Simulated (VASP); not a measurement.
# WSe2 in VASP: further runs

Runs on WSe2. Level: r2SCAN. Tasks: single point.

Everything below comes from runs of VASP 6.6.1. Logs are shortened: lines on timing, memory, paths and dates and some standing lists are left out, and cuts for length are marked.

**1. The cell of the first run**

The cell holds a slab with vacuum, 9 atoms: a = 3.414 Å, b = 3.414 Å, c = 29.800 Å, α = 90.00°, β = 90.00°, γ = 120.00°.

**2. Single point, r2SCAN (strain +0.030 along x and y, +0.000 along z)**

Input file POSCAR:

```
WSe2
1.0
    3.4138568710      0.0000000000      0.0000000000
   -1.7069284355      2.9564867752      0.0000000000
    0.0000000000      0.0000000000     29.8000909728
W Se
3 6
Direct
    0.6666666667      0.3333333333      0.0000000000
    0.3333333333      0.6666666667      0.7699395294
    0.3333333333      0.6666666667      0.2300604706
    0.3333333333      0.6666666667      0.0557735259
    0.6666666667      0.3333333333      0.8257181867
    0.6666666667      0.3333333333      0.2857987534
    0.3333333333      0.6666666667      0.9442264741
    0.6666666667      0.3333333333      0.7142012466
    0.6666666667      0.3333333333      0.1742818133
```

Input file INCAR.step1:

```
ALGO = Normal ; EDIFF = 1E-4
ENCUT = 520 ; GGA = PE
ISMEAR = 0 ; LASPH = True
LCHARG = False ; LREAL = False
LWAVE = True ; NBANDS = 49
NELM = 60 ; PREC = Accurate
SIGMA = 0.05
```

Input file INCAR.step2:

```
ALGO = Normal ; EDIFF = 1E-7
ENCUT = 520 ; ISIF = 2
ISMEAR = 0 ; ISTART = 1
LASPH = True ; LCHARG = False
LMIXTAU = True ; LREAL = False
LWAVE = False ; METAGGA = R2SCAN
NBANDS = 49 ; NELM = 60
PREC = Accurate ; SIGMA = 0.05
```

Input file KPOINTS:

```
k-points
0
Gamma
  12 12 1
```

Potentials or basis: VASP PAW PBE potentials, release 64 (W_sv, Se).

Command:

```
> cat potpaw_PBE.64/W_sv/POTCAR potpaw_PBE.64/Se/POTCAR > POTCAR
> cp INCAR.step1 INCAR
> mpirun -np 1 vasp_std > vasp.out
> cp INCAR.step2 INCAR
> mpirun -np 1 vasp_std > vasp.out
```

OUTCAR:

```text
EDIFF = 1E-7
   ENCUT = 520
   ISIF = 2
   ISMEAR = 0
   ISTART = 1
   LASPH = True
   LREAL = False
   METAGGA = R2SCAN
   NELM = 60
   PREC = Accurate

 ion  position               nearest neighbor table
   1  0.667  0.333  0.000-   4 2.58   7 2.58   4 2.58   7 2.58   4 2.58   7 2.58
   2  0.333  0.667  0.770-   8 2.58   8 2.58   8 2.58   5 2.58   5 2.58   5 2.58
   3  0.333  0.667  0.230-   6 2.58   6 2.58   6 2.58   9 2.58   9 2.58   9 2.58
   4  0.333  0.667  0.056-   1 2.58   1 2.58   1 2.58
   5  0.667  0.333  0.826-   2 2.58   2 2.58   2 2.58
   6  0.667  0.333  0.286-   3 2.58   3 2.58   3 2.58
   7  0.333  0.667  0.944-   1 2.58   1 2.58   1 2.58
   8  0.667  0.333  0.714-   2 2.58   2 2.58   2 2.58
   9  0.667  0.333  0.174-   3 2.58   3 2.58   3 2.58

  LATTYP: Found a hexagonal cell.
 ALAT       =     3.4138568710
 C/A-ratio  =     8.7291565226

  Lattice vectors:

 A1 = (   3.4138568710,   0.0000000000,   0.0000000000)
 A2 = (  -1.7069284355,   2.9564867752,   0.0000000000)
 A3 = (   0.0000000000,   0.0000000000,  29.8000909728)

Analysis of symmetry for initial positions (statically):
=====================================================================
 Subroutine PRICEL returns:
 Original cell was already a primitive cell.

 Routine SETGRP: Setting up the symmetry group for a
 hexagonal supercell.

 Subroutine GETGRP returns: Found 12 space group operations
 (whereof 12 operations were pure point group operations)
 out of a pool of 24 trial point group operations.

The static configuration has the point symmetry D_3h.

Analysis of symmetry for dynamics (positions and initial velocities):
=====================================================================
 Subroutine PRICEL returns:
 Original cell was already a primitive cell.

 Routine SETGRP: Setting up the symmetry group for a
 hexagonal supercell.

 Subroutine GETGRP returns: Found 12 space group operations
 (whereof 12 operations were pure point group operations)
 out of a pool of 24 trial point group operations.

The dynamic configuration has the point symmetry D_3h.

 Subroutine INISYM returns: Found 12 space group operations
 (whereof 12 operations are pure point group operations),
 and found     1 'primitive' translations

----------------------------------------------------------------------------------------

                                     Primitive cell

  volume of cell :     300.7730

  direct lattice vectors                    reciprocal lattice vectors
     3.413856871  0.000000000  0.000000000     0.292923821  0.169119647  0.000000000
    -1.706928436  2.956486775  0.000000000     0.000000000  0.338239294  0.000000000
     0.000000000  0.000000000 29.800090973     0.000000000  0.000000000  0.033556945

  length of vectors
     3.413856871  3.413856871 29.800090973     0.338239294  0.338239294  0.033556945

  position of ions in fractional coordinates (direct lattice)
     0.666666667  0.333333333  0.000000000
     0.333333333  0.666666667  0.769939529
     0.333333333  0.666666667  0.230060471
     0.333333333  0.666666667  0.055773526
     0.666666667  0.333333333  0.825718187
     0.666666667  0.333333333  0.285798753
     0.333333333  0.666666667  0.944226474
     0.666666667  0.333333333  0.714201247
     0.666666667  0.333333333  0.174281813

  ion indices of the primitive-cell ions
   primitive index   ion index
                 1           1
                 2           2
                 3           3
                 4           4
                 5           5
                 6           6
                 7           7
                 8           8
                 9           9

----------------------------------------------------------------------------------------

 KPOINTS: k-points

Automatic generation of k-mesh.
 Grid dimensions read from file:
 generate k-points for:   12   12    1

 Generating k-lattice:

  Cartesian coordinates                     Fractional coordinates (reciprocal lattice)
     0.024410318  0.014093304  0.000000000     0.083333333 -0.000000000  0.000000000
     0.000000000  0.028186608  0.000000000     0.000000000  0.083333333  0.000000000
     0.000000000  0.000000000  0.033556945     0.000000000  0.000000000  1.000000000

  Length of vectors
     0.028186608  0.028186608  0.033556945

  Shift w.r.t. Gamma in fractional coordinates (k-lattice)
     0.000000000  0.000000000  0.000000000

 Subroutine IBZKPT returns following result:
 ===========================================

 Found     19 irreducible k-points:

 Following reciprocal coordinates:
            Coordinates               Weight
  0.000000  0.000000  0.000000      1.000000
  0.083333 -0.000000  0.000000      6.000000
  0.166667  0.000000  0.000000      6.000000
  0.250000 -0.000000  0.000000      6.000000
  0.333333 -0.000000  0.000000      6.000000
  0.416667 -0.000000  0.000000      6.000000
[... 11 lines left out ...]
  0.333333  0.250000  0.000000     12.000000
  0.333333  0.333333  0.000000      2.000000
   k-points           NKPTS =     19   k-points in BZ     NKDIM =     19   number of bands    NBANDS=     49
   number of dos      NEDOS =    301   number of ions     NIONS =      9
   total plane-waves  NPLWV = 175616
   dimension x,y,z NGX =    28 NGY =   28 NGZ =  224
   dimension x,y,z NGXF=    56 NGYF=   56 NGZF=  448
   ions per type =               3   6
   NGX,Y,Z   is equivalent  to a cutoff of  13.64, 13.64, 12.50 a.u.
   NGXF,Y,Z  is equivalent  to a cutoff of  27.27, 27.27, 24.99 a.u.
 SYSTEM =  unknown system
   PREC   = accura    normal or accurate (medium, high low for compatibility)
   ISTART =      1    job   : 0-new  1-cont  2-samecut
   ICHARG =      0    charge: 1-file 2-atom 10-const
   ISPIN  =      1    spin polarized calculation?
   LNONCOLLINEAR =      F non collinear calculations
   LSORBIT =      F    spin-orbit coupling
   LASPH  =      T    aspherical Exc in radial PAW
   ENCUT  =  520.0 eV  38.22 Ry    6.18 a.u.   6.35  6.35 55.41*2*pi/ulx,y,z
   NELM   =     60;   NELMIN=  2; NELMDL=  0     # of ELM steps
   EDIFF  = 0.1E-06   stopping-criterion for ELM
   LREAL  =      F    real-space projection
   EDIFFG = 0.1E-05   stopping-criterion for IOM
   NSW    =      0    number of steps for IOM
   IBRION =     -1    ionic relax: 0-MD 1-quasi-New 2-CG
   NFREE  =      0    steps in history (QN), initial steepest desc. (CG)
   ISIF   =      2    stress and relaxation
   ISYM   =      2    0-nonsym 1-usesym 2-fastsym
   POTIM  = 0.5000    time-step for ionic-motion
   TEBEG  =    0.0;   TEEND  =   0.0 temperature during run
   PSTRESS=    0.0 pullay stress
   NELECT =      78.0000    total number of electrons
   NUPDOWN=      -1.0000    fix difference up-down
   EMIN   =  10.00;   EMAX   =-10.00  energy-range for DOS
   EFERMI =   0.00;   METHOD = LEGACY
   ISMEAR =     0;   SIGMA  =   0.05  broadening in eV -4-tet -1-fermi 0-gaus
   EFERMI_NEDOS =   21; number of points for ismear=-14 and -15
   IALGO  =     38    algorithm
   IMIX   =      4    mixing-type and parameters
     AMIX     =   0.40;   BMIX     =  1.00
     AMIX_MAG =   1.60;   BMIX_MAG =  1.00
  volume/ion in A,a.u.               =      33.42       225.52
  Fermi-wavevector in a.u.,A,eV,Ry     =   1.043983  1.972842 14.828996  1.089900
  Thomas-Fermi vector in A             =   2.178716
   LORBIT       =      0    0 simple, 1 ext, 2 COOP (PROOUT), +10 PAW based schemes
   METAGGA = R2SCAN    functional components
   LHFCALC =     F    Hartree Fock is set to
   AEXX    =    0.0000 exact exchange contribution
   IVDW    =     0    specifies the selected vdW correction
   LEPSILON=     F    determine dielectric tensor
   LRPA    =     F    only Hartree local field effects (RPA)
 non-spin polarized calculation
 Gauss-broadening in eV      SIGMA  =   0.05
  energy-cutoff  :      520.00
  volume of cell :      300.77
 maximum number of plane-waves:      8151
 NGX is ok and might be reduce to    28
   NGX = 13   NGY = 13   NGZ =111

 number of electron      77.9999990 magnetization

 Free energy of the ion-electron system (eV)
  ---------------------------------------------------
  ext. energy  EPLUGINS =         0.00000000
  ---------------------------------------------------
  free energy    TOTEN  =      -245.07209346 eV

  energy without entropy =     -245.07209346  energy(sigma->0) =     -245.07209346

 E-fermi :   2.0869     XC(G=0):  -7.5055

 val. band max:        1.6398441746   @ k =   0.0000   0.0000   0.0000
 cond. band min:       2.7256229022   @ k =   0.3333   0.3333   0.0000
 fundamental gap:      1.0857787276
 Fermi energy:         2.0869147609

 k-point     1 :       0.0000    0.0000    0.0000
  band No.  band energies     occupation
      1     -74.7832      2.00000
      2     -74.7821      2.00000
      3     -74.7821      2.00000
      4     -38.2856      2.00000
      5     -38.2842      2.00000
      6     -38.2842      2.00000
[... 41 lines left out ...]
     48       4.3632      0.00000
     49       4.3676      0.00000

 k-point     2 :       0.0833   -0.0000    0.0000
  band No.  band energies     occupation
      1     -74.7828      2.00000
      2     -74.7817      2.00000
      3     -74.7817      2.00000
      4     -38.2835      2.00000
      5     -38.2821      2.00000
      6     -38.2821      2.00000
[... 41 lines left out ...]
     48       4.2754      0.00000
     49       4.3493      0.00000

 k-point     3 :       0.1667    0.0000    0.0000
  band No.  band energies     occupation
      1     -74.7815      2.00000
      2     -74.7805      2.00000
      3     -74.7805      2.00000
      4     -38.3011      2.00000
      5     -38.3002      2.00000
      6     -38.3002      2.00000
[... 821 lines left out ...]
     48       4.7995      0.00000
     49       5.7736      0.00000

 k-point    19 :       0.3333    0.3333    0.0000
  band No.  band energies     occupation
      1     -74.7756      2.00000
      2     -74.7746      2.00000
      3     -74.7745      2.00000
      4     -38.3830      2.00000
      5     -38.3820      2.00000
      6     -38.3820      2.00000
[... 41 lines left out ...]
     48       4.7643      0.00000
     49       6.0087      0.00000

------------------------ aborting loop because EDIFF is reached ----------------------------------------

  FORCE on cell =-STRESS in cart. coord.  units (eV):
  Direction    XX          YY          ZZ          XY          YZ          ZX
  --------------------------------------------------------------------------------------
  -------------------------------------------------------------------------------------
  Total       -9.4442952     -9.4442952     -5.5284190      0.0000000     -0.0000000      0.0000000
  in kB      -50.3084915    -50.3084915    -29.4491454      0.0000000     -0.0000000      0.0000000
  external PRESSURE =     -43.3553761 kB  Pullay stress =       0.0000000 kB

 VOLUME and BASIS-vectors are now :
 -----------------------------------------------------------------------------
  energy-cutoff  :      520.00
  volume of cell :      300.77
      direct lattice vectors                 reciprocal lattice vectors
     3.413856871  0.000000000  0.000000000     0.292923821  0.169119647  0.000000000
    -1.706928436  2.956486775  0.000000000     0.000000000  0.338239294  0.000000000
     0.000000000  0.000000000 29.800090973     0.000000000  0.000000000  0.033556945

 POSITION                                       TOTAL-FORCE (eV/Angst)
 -----------------------------------------------------------------------------------
      1.70693      0.98550      0.00000         0.000000     -0.000000      0.000000
     -0.00000      1.97099     22.94427        -0.000000      0.000000     -0.000106
     -0.00000      1.97099      6.85582        -0.000000     -0.000000      0.000106
     -0.00000      1.97099      1.66206        -0.000000      0.000000     -0.538788
      1.70693      0.98550     24.60648        -0.000000     -0.000000     -0.539473
      1.70693      0.98550      8.51683         0.000000     -0.000000     -0.545734
     -0.00000      1.97099     28.13803        -0.000000      0.000000      0.538788
      1.70693      0.98550     21.28326         0.000000     -0.000000      0.545734
      1.70693      0.98550      5.19361        -0.000000     -0.000000      0.539473
 -----------------------------------------------------------------------------------
    total drift:                                0.000001     -0.000000     -0.000000

  FREE ENERGIE OF THE ION-ELECTRON SYSTEM (eV)
  ---------------------------------------------------
  free  energy   TOTEN  =      -245.0720934641 eV

  energy  without entropy=     -245.0720934641  energy(sigma->0) =     -245.07209346
```

Wall time 18 min (1 thread of AMD EPYC 9R45 (Zen 5), shared host); peak memory 0.55 GiB.

What came out:

- Free energy: -245.0721 eV
- Largest force: 0.546 eV/Å
- Band gap on the k mesh: 1.09 eV (least direct gap 1.33 eV)

Forces on the atoms (eV/Å):
```
W    0.000  0.000  0.000
W    0.000  0.000  0.000
W    0.000  0.000  0.000
Se   0.000  0.000 -0.539
Se   0.000  0.000 -0.539
Se   0.000  0.000 -0.546
Se   0.000  0.000  0.539
Se   0.000  0.000  0.546
Se   0.000  0.000  0.539
```

Caveat: the cell differs from its parent crystal (strain +0.030 along x and y, +0.000 along z); the PAW data sets were made with another functional, which shifts forces and pressure a little; spin-orbit coupling is left out, which moves the levels of the heavy elements.

(Part 1 of 2 ends here.)
